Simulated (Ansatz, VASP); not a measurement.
**One calculation of Ir, two programs**

Contents of INCAR:

```
SYSTEM = Ir
ALGO = Normal ; EDIFF = 1E-6
ENCUT = 520 ; GGA = PE
ISIF = 2 ; ISMEAR = -1
LASPH = .True. ; LCHARG = .False.
LREAL = .False. ; LWAVE = .False.
NBANDS = 10 ; NELM = 80
PREC = Accurate ; SIGMA = 0.05
```

KPOINTS

```
k-points
0
Gamma
  15 15 15
  0 0 0
```

Contents of POSCAR:

```
Ir
1.0
   -0.0383940000      1.9005030000      1.9005030000
    1.9005030000     -0.0383940000      1.9005030000
    1.9005030000      1.9005030000     -0.0383940000
Ir
1
Direct
    0.0000000000      0.0000000000      0.0000000000
```

Input for Ansatz:

```yaml
crystal:
  lattice:
    - [-0.038394, 1.900503, 1.900503]
    - [1.900503, -0.038394, 1.900503]
    - [1.900503, 1.900503, -0.038394]
  atoms:
    - { symbol: Ir, position: [0.0, 0.0, 0.0] }
kpoints:
  mp_grid: { grid: [15, 15, 15] }
  band_path:
    path:
      - [0.0, 0.0, 0.0]
      - [0.5, 0.5, 0.5]
      - [0.2551801333, 0.5, 0.7448198667]
      - [-0.2551801333, 0.2551801333, 0.5]
      - [0.0, 0.0, 0.5]
      - [0.0, 0.0, 0.0]
      - [-0.3775900666, 0.0, 0.3775900666]
      - [0.0, 0.3775900666, 0.6224099334]
      - [0.0, 0.5, 0.5]
    npoints: 5
scf:
  occupations: { method: fermi_dirac, width: 0.05 }
hamiltonian:
  xc: pbe
  pseudopotentials: { kind: all_electron, lapw: { basis_error: 0.0005 } }
output:
  forces: true
  stress: true
  eigenvalues: true
```

Change from the starting cell: equal xy, yz and zx shear strains of -2 %.

Alike in both runs: task single point; functional PBE; k mesh 15 × 15 × 15; occupations fermi-dirac, width 0.05 eV; no spin polarisation.

|  | VASP | Ansatz |
| --- | --- | --- |
| version | VASP 6.6.1 | Ansatz 0.2.0 |
| potentials or method | VASP PAW PBE potentials, release 64 (Ir), cutoff 520 eV | all-electron LAPW, scalar-relativistic |

```csv
,VASP,Ansatz,Ansatz less VASP
pressure (GPa),10.1,9.4,-0.68
"traceless stress, the component that is largest in VASP (GPa)",5.60,5.61,+0.007
```

Ansatz ran all-electron here, and VASP with PAW potentials.

Neither program's run includes spin-orbit coupling.
